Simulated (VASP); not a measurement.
# SrMg3O4 (P4/mmm) in VASP: further runs

SrMg3O4 is run at these levels: PBEsol; tasks: single point.

All numbers are computed with VASP 6.6.1; they aren't measurements. Logs are shortened: lines on timing, memory, paths and dates and some standing lists are left out, and cuts for length are marked.

### Step 1. The cell of the first run

Symmetry: P4/mmm, No. 123, tetragonal system. The conventional cell has a = 3.259 Å, b = 3.259 Å, c = 8.875 Å, α = 90.00°, β = 90.00°, γ = 90.00°. Sr (site symmetry 4/mmm) has 6 O at 2.30 to 2.44 Å within 3.0 Å. Mg (site symmetry 4mm) has 6 O at 2.03 to 2.41 Å within 2.7 Å. Mg (site symmetry 4/mmm) has 6 O at 2.00 to 2.30 Å within 2.7 Å. O (site symmetry 4mm) has 5 Mg at 2.00 to 2.30 Å and 1 Sr at 2.44 Å within 2.7 Å. O (site symmetry 4/mmm) has 4 Sr at 2.30 Å and 2 Mg at 2.41 Å within 3.0 Å. O (site symmetry 4/mmm) has 6 Mg at 2.03 to 2.30 Å within 2.7 Å.

### Step 2. Single point, PBEsol

Contents of INCAR:

```
SYSTEM = SrMg3O4
PREC = Accurate
ENCUT = 520
EDIFF = 1E-6
ISMEAR = 0
SIGMA = 0.05
LREAL = .FALSE.
LASPH = .TRUE.
NELM = 100
ALGO = Normal
ISIF = 2
LWAVE = .FALSE.
LCHARG = .TRUE.
GGA = PS
LELF = .TRUE.
LVHAR = .TRUE.
NBANDS = 30
```

Contents of KPOINTS:

```
regular mesh
0
G
  8 8 4
  0 0 0
```

Contents of POSCAR:

```
SrMg3O4
1.0
    3.2586270012      0.0000000000      0.0000000000
    0.0000000000      3.2586270012      0.0000000000
    0.0000000000      0.0000000000      8.8752272716
Sr Mg O
1 3 4
Direct
    0.0000000000      0.0000000000      0.0000000000
    0.5000000000      0.5000000000      0.7281965520
    0.0000000000      0.0000000000      0.5000000000
    0.5000000000      0.5000000000      0.2718034480
    0.0000000000      0.0000000000      0.2745718602
    0.5000000000      0.5000000000      0.0000000000
    0.0000000000      0.0000000000      0.7254281398
    0.5000000000      0.5000000000      0.5000000000
```

Potentials or basis: VASP PAW PBE potentials, release 64 (Sr_sv, Mg, O).

The run is started by

```bash
cat potpaw_PBE.64/Sr_sv/POTCAR potpaw_PBE.64/Mg/POTCAR potpaw_PBE.64/O/POTCAR > POTCAR
mpirun -np 1 vasp_std > vasp.out
```

OUTCAR:

```text
SYSTEM = SrMg3O4
   PREC = Accurate
   ENCUT = 520
   EDIFF = 1E-6
   ISMEAR = 0
   LREAL = .FALSE.
   LASPH = .TRUE.
   NELM = 100
   ISIF = 2
   GGA = PS

 ion  position               nearest neighbor table
   1  0.000  0.000  0.000-   6 2.30   6 2.30   6 2.30   6 2.30   7 2.44   5 2.44   4 3.34   4 3.34
                             2 3.34   4 3.34   2 3.34   2 3.34   4 3.34   2 3.34
   2  0.500  0.500  0.728-   8 2.03   7 2.30   7 2.30   7 2.30   7 2.30   6 2.41   3 3.07   3 3.07
                             3 3.07   3 3.07   1 3.34   1 3.34   1 3.34   1 3.34
   3  0.000  0.000  0.500-   5 2.00   7 2.00   8 2.30   8 2.30   8 2.30   8 2.30   4 3.07   4 3.07
                             2 3.07   4 3.07   2 3.07   2 3.07   4 3.07   2 3.07
   4  0.500  0.500  0.272-   8 2.03   5 2.30   5 2.30   5 2.30   5 2.30   6 2.41   3 3.07   3 3.07
                             3 3.07   3 3.07   1 3.34   1 3.34   1 3.34   1 3.34
   5  0.000  0.000  0.275-   3 2.00   4 2.30   4 2.30   4 2.30   4 2.30   1 2.44
   6  0.500  0.500  0.000-   1 2.30   1 2.30   1 2.30   1 2.30   4 2.41   2 2.41
   7  0.000  0.000  0.725-   3 2.00   2 2.30   2 2.30   2 2.30   2 2.30   1 2.44
   8  0.500  0.500  0.500-   2 2.03   4 2.03   3 2.30   3 2.30   3 2.30   3 2.30

  LATTYP: Found a simple tetragonal cell.
 ALAT       =     3.2586270012
 C/A-ratio  =     2.7236094430

  Lattice vectors:

 A1 = (   3.2586270012,   0.0000000000,   0.0000000000)
 A2 = (   0.0000000000,   3.2586270012,   0.0000000000)
 A3 = (   0.0000000000,   0.0000000000,   8.8752272716)

Analysis of symmetry for initial positions (statically):
=====================================================================
 Subroutine PRICEL returns:
 Original cell was already a primitive cell.

 Routine SETGRP: Setting up the symmetry group for a
 simple tetragonal supercell.

 Subroutine GETGRP returns: Found 16 space group operations
 (whereof 16 operations were pure point group operations)
 out of a pool of 16 trial point group operations.

The static configuration has the point symmetry D_4h.

Analysis of symmetry for dynamics (positions and initial velocities):
=====================================================================
 Subroutine PRICEL returns:
 Original cell was already a primitive cell.

 Routine SETGRP: Setting up the symmetry group for a
 simple tetragonal supercell.

 Subroutine GETGRP returns: Found 16 space group operations
 (whereof 16 operations were pure point group operations)
 out of a pool of 16 trial point group operations.

The dynamic configuration has the point symmetry D_4h.

 Subroutine INISYM returns: Found 16 space group operations
 (whereof 16 operations are pure point group operations),
 and found     1 'primitive' translations

----------------------------------------------------------------------------------------

                                     Primitive cell

  volume of cell :      94.2429

  direct lattice vectors                    reciprocal lattice vectors
     3.258627001  0.000000000  0.000000000     0.306877712  0.000000000  0.000000000
     0.000000000  3.258627001  0.000000000     0.000000000  0.306877712  0.000000000
     0.000000000  0.000000000  8.875227272     0.000000000  0.000000000  0.112673171

  length of vectors
     3.258627001  3.258627001  8.875227272     0.306877712  0.306877712  0.112673171

  position of ions in fractional coordinates (direct lattice)
     0.000000000  0.000000000  0.000000000
     0.500000000  0.500000000  0.728196552
     0.000000000  0.000000000  0.500000000
     0.500000000  0.500000000  0.271803448
     0.000000000  0.000000000  0.274571860
     0.500000000  0.500000000  0.000000000
     0.000000000  0.000000000  0.725428140
     0.500000000  0.500000000  0.500000000

  ion indices of the primitive-cell ions
   primitive index   ion index
                 1           1
                 2           2
                 3           3
                 4           4
                 5           5
                 6           6
                 7           7
                 8           8

----------------------------------------------------------------------------------------

 KPOINTS: regular mesh

Automatic generation of k-mesh.
 Grid dimensions read from file:
 generate k-points for:    8    8    4

 Generating k-lattice:

  Cartesian coordinates                     Fractional coordinates (reciprocal lattice)
     0.038359714  0.000000000  0.000000000     0.125000000  0.000000000  0.000000000
     0.000000000  0.038359714  0.000000000     0.000000000  0.125000000  0.000000000
     0.000000000  0.000000000  0.028168293     0.000000000  0.000000000  0.250000000

  Length of vectors
     0.038359714  0.038359714  0.028168293

  Shift w.r.t. Gamma in fractional coordinates (k-lattice)
     0.000000000  0.000000000  0.000000000

 Subroutine IBZKPT returns following result:
 ===========================================

 Found     45 irreducible k-points:

 Following reciprocal coordinates:
            Coordinates               Weight
  0.000000  0.000000  0.000000      1.000000
  0.125000  0.000000  0.000000      4.000000
  0.250000  0.000000  0.000000      4.000000
  0.375000  0.000000  0.000000      4.000000
  0.500000  0.000000  0.000000      2.000000
  0.125000  0.125000  0.000000      4.000000
[... 16 lines left out ...]
  0.375000  0.125000  0.250000     16.000000
  0.500000  0.125000  0.250000      8.000000
 [... further k-points ...]
   k-points           NKPTS =     45   k-points in BZ     NKDIM =     45   number of bands    NBANDS=     30
   number of dos      NEDOS =    301   number of ions     NIONS =      8
   total plane-waves  NPLWV =  40320
   dimension x,y,z NGX =    24 NGY =   24 NGZ =   70
   dimension x,y,z NGXF=    48 NGYF=   48 NGZF=  140
   ions per type =               1   3   4
   NGX,Y,Z   is equivalent  to a cutoff of  12.24, 12.24, 13.11 a.u.
   NGXF,Y,Z  is equivalent  to a cutoff of  24.49, 24.49, 26.22 a.u.
 SYSTEM =  SrMg3O4
   PREC   = accura    normal or accurate (medium, high low for compatibility)
   ISTART =      0    job   : 0-new  1-cont  2-samecut
   ICHARG =      2    charge: 1-file 2-atom 10-const
   ISPIN  =      1    spin polarized calculation?
   LNONCOLLINEAR =      F non collinear calculations
   LSORBIT =      F    spin-orbit coupling
   LASPH  =      T    aspherical Exc in radial PAW
   ENCUT  =  520.0 eV  38.22 Ry    6.18 a.u.   6.06  6.06 16.50*2*pi/ulx,y,z
   NELM   =    100;   NELMIN=  2; NELMDL= -5     # of ELM steps
   EDIFF  = 0.1E-05   stopping-criterion for ELM
   LREAL  =      F    real-space projection
   EDIFFG = 0.1E-04   stopping-criterion for IOM
   NSW    =      0    number of steps for IOM
   IBRION =     -1    ionic relax: 0-MD 1-quasi-New 2-CG
   NFREE  =      0    steps in history (QN), initial steepest desc. (CG)
   ISIF   =      2    stress and relaxation
   ISYM   =      2    0-nonsym 1-usesym 2-fastsym
   POTIM  = 0.5000    time-step for ionic-motion
   TEBEG  =    0.0;   TEEND  =   0.0 temperature during run
   PSTRESS=    0.0 pullay stress
   NELECT =      40.0000    total number of electrons
   NUPDOWN=      -1.0000    fix difference up-down
   EMIN   =  10.00;   EMAX   =-10.00  energy-range for DOS
   EFERMI =   0.00;   METHOD = LEGACY
   ISMEAR =     0;   SIGMA  =   0.05  broadening in eV -4-tet -1-fermi 0-gaus
   EFERMI_NEDOS =   21; number of points for ismear=-14 and -15
   IALGO  =     38    algorithm
   IMIX   =      4    mixing-type and parameters
     AMIX     =   0.40;   BMIX     =  1.00
     AMIX_MAG =   1.60;   BMIX_MAG =  1.00
  volume/ion in A,a.u.               =      11.78        79.50
  Fermi-wavevector in a.u.,A,eV,Ry     =   1.230302  2.324935 20.594379  1.513644
  Thomas-Fermi vector in A             =   2.365156
   LORBIT       =      0    0 simple, 1 ext, 2 COOP (PROOUT), +10 PAW based schemes
   GGA     = PS    functional components
   LHFCALC =     F    Hartree Fock is set to
   AEXX    =    0.0000 exact exchange contribution
   IVDW    =     0    specifies the selected vdW correction
   LEPSILON=     F    determine dielectric tensor
   LRPA    =     F    only Hartree local field effects (RPA)
 non-spin polarized calculation
 Gauss-broadening in eV      SIGMA  =   0.05
  energy-cutoff  :      520.00
  volume of cell :       94.24
 maximum number of plane-waves:      2568
   NGX = 13   NGY = 13   NGZ = 33

 number of electron      39.9999979 magnetization

 Free energy of the ion-electron system (eV)
  ---------------------------------------------------
  ext. energy  EPLUGINS =         0.00000000
  ---------------------------------------------------
  free energy    TOTEN  =       -48.12658130 eV

  energy without entropy =      -48.12658130  energy(sigma->0) =      -48.12658130

 E-fermi :   3.2488     XC(G=0): -10.7176

 val. band max:        2.9876699104   @ k =   0.5000   0.5000   0.0000
 cond. band min:       5.1540390821   @ k =   0.0000   0.0000   0.0000
 fundamental gap:      2.1663691717
 Fermi energy:         3.2487593196

 k-point     1 :       0.0000    0.0000    0.0000
  band No.  band energies     occupation
      1     -28.6871      2.00000
      2     -14.3332      2.00000
      3     -14.1444      2.00000
      4     -13.3300      2.00000
      5     -12.9916      2.00000
      6     -10.6985      2.00000
[... 22 lines left out ...]
     29      12.4166      0.00000
     30      13.0494      0.00000

 k-point     2 :       0.1250    0.0000    0.0000
  band No.  band energies     occupation
      1     -28.6585      2.00000
      2     -14.2653      2.00000
      3     -14.1012      2.00000
      4     -13.4103      2.00000
      5     -13.2968      2.00000
      6     -10.6666      2.00000
[... 22 lines left out ...]
     29      12.8150      0.00000
     30      13.3183      0.00000

 k-point     3 :       0.2500    0.0000    0.0000
  band No.  band energies     occupation
      1     -28.5880      2.00000
      2     -14.1463      2.00000
      3     -14.0307      2.00000
      4     -13.9938      2.00000
      5     -13.3337      2.00000
      6     -10.5879      2.00000
[... 682 lines left out ...]
     29      13.5836      0.00000
     30      13.7227      0.00000

 k-point    24 :       0.5000    0.1250    0.2500
  band No.  band energies     occupation
      1     -28.4625      2.00000
      2     -14.7365      2.00000
      3     -13.8302      2.00000
      4     -13.5502      2.00000
      5     -13.5153      2.00000
      6     -10.4591      2.00000
[... 22 lines left out ...]
     29      13.6676      0.00000
     30      13.8913      0.00000

 [... further k-points ...]
[... 5 lines left out ...]
  --------------------------------------------------------------------------------------
  -------------------------------------------------------------------------------------
  Total        0.1885205      0.1885205     -0.0026141      0.0000000     -0.0000000      0.0000000
  in kB        3.2049433      3.2049433     -0.0444404      0.0000000     -0.0000000      0.0000000
  external PRESSURE =       2.1218154 kB  Pullay stress =       0.0000000 kB

 VOLUME and BASIS-vectors are now :
 -----------------------------------------------------------------------------
  energy-cutoff  :      520.00
  volume of cell :       94.24
      direct lattice vectors                 reciprocal lattice vectors
     3.258627001  0.000000000  0.000000000     0.306877712  0.000000000  0.000000000
     0.000000000  3.258627001  0.000000000     0.000000000  0.306877712  0.000000000
     0.000000000  0.000000000  8.875227272     0.000000000  0.000000000  0.112673171

 POSITION                                       TOTAL-FORCE (eV/Angst)
 -----------------------------------------------------------------------------------
      0.00000      0.00000      0.00000        -0.000000      0.000000      0.000000
      1.62931      1.62931      6.46291         0.000000      0.000000     -0.018005
      0.00000      0.00000      4.43761        -0.000000      0.000000      0.000000
      1.62931      1.62931      2.41232        -0.000000     -0.000000      0.018005
      0.00000      0.00000      2.43689        -0.000000      0.000000      0.038128
      1.62931      1.62931      0.00000        -0.000000      0.000000      0.000000
      0.00000      0.00000      6.43834        -0.000000     -0.000000     -0.038128
      1.62931      1.62931      4.43761        -0.000000      0.000000      0.000000
 -----------------------------------------------------------------------------------
    total drift:                                0.000000     -0.000000     -0.000000

  FREE ENERGIE OF THE ION-ELECTRON SYSTEM (eV)
  ---------------------------------------------------
  free  energy   TOTEN  =       -48.1265813030 eV

  energy  without entropy=      -48.1265813030  energy(sigma->0) =      -48.12658130
```

It took 87 s on 1 thread of Intel Xeon Platinum 8488C (Sapphire Rapids), shared host; peak memory 0.26 GiB.

What came out:

| Property | Result |
| --- | --- |
| Free energy | -48.1266 eV |
| Pressure | 0.2 GPa |
| Largest force | 0.038 eV/Å |
| Band gap on the k mesh | 2.17 eV, indirect (least direct gap 2.44 eV) |

Forces in eV/Å, atoms in the order of the input:
```
Sr   0.000  0.000  0.000
Mg   0.000  0.000 -0.018
Mg   0.000  0.000  0.000
Mg   0.000  0.000  0.018
O    0.000  0.000  0.038
O    0.000  0.000  0.000
O    0.000  0.000 -0.038
O    0.000  0.000  0.000
```

Caveat: the PAW data sets were made with another functional, which shifts forces and pressure a little. A k mesh can miss the band edges.

(Part 1 of 2 ends here.)
